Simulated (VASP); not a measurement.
Set up this calculation in VASP 6.6.1, as the native input.

| Quantity | Value |
| --- | --- |
| Task | single point |
| Functional | PBE |
| Potentials or basis | VASP PAW PBE potentials, release 64 (Ta_pv, Al) |
| Cutoff | 520 eV |
| k mesh | 8 × 8 × 8 |
| Occupations | gaussian, width 0.1 eV |
| Spin | no spin polarisation |
| Dipole correction | no |
| Further INCAR settings | ALGO = Fast; EDIFF = 1e-06; NBANDS = 20 |

The structure of TaAl4 lies in POSCAR:

```
TaAl4
1.0
    4.6976407793      0.0000000000      0.0000000000
    0.0000000000      4.6976407793      0.0000000000
    0.0000000000      0.0000000000      4.6976407793
Ta Al
1 4
Direct
    0.5000000000      0.5000000000      0.5000000000
    0.5000000000      0.0000000000      0.0000000000
    0.0000000000      0.5000000000      0.0000000000
    0.0000000000      0.0000000000      0.5000000000
    0.0000000000      0.0000000000      0.0000000000
```

The input as run:

INCAR

```
PREC     = Accurate       # precision mode
ENCUT    = 520            # plane-wave cutoff, eV
EDIFF    = 1E-6           # SCF threshold, eV
ISMEAR   = 0              # smearing method
SIGMA    = 0.1            # smearing width, eV
LREAL    = False          # projectors in reciprocal space
LASPH    = True           # aspherical terms in the spheres
NELM     = 100            # most SCF steps
ALGO     = Fast           # electronic algorithm
ISIF     = 2              # what is computed and relaxed
LWAVE    = False          # write WAVECAR
LCHARG   = False          # write CHGCAR
GGA      = PE             # functional
NBANDS   = 20             # bands
```

KPOINTS

```
regular mesh
0
Gamma
  8 8 8
```

Potentials or basis: VASP PAW PBE potentials, release 64 (Ta_pv, Al).

Launch:

```sh
$ cat potpaw_PBE.64/Ta_pv/POTCAR potpaw_PBE.64/Al/POTCAR > POTCAR
$ mpirun -np 1 vasp_std > vasp.out
```

It gave:

```json
{
 "Pressure": "0.0 GPa"
}
```

Run time: 78 s on 1 thread of Intel(R) Xeon(R) Platinum 8488C (Sapphire Rapids), on a shared host, peak memory 0.24 GiB.
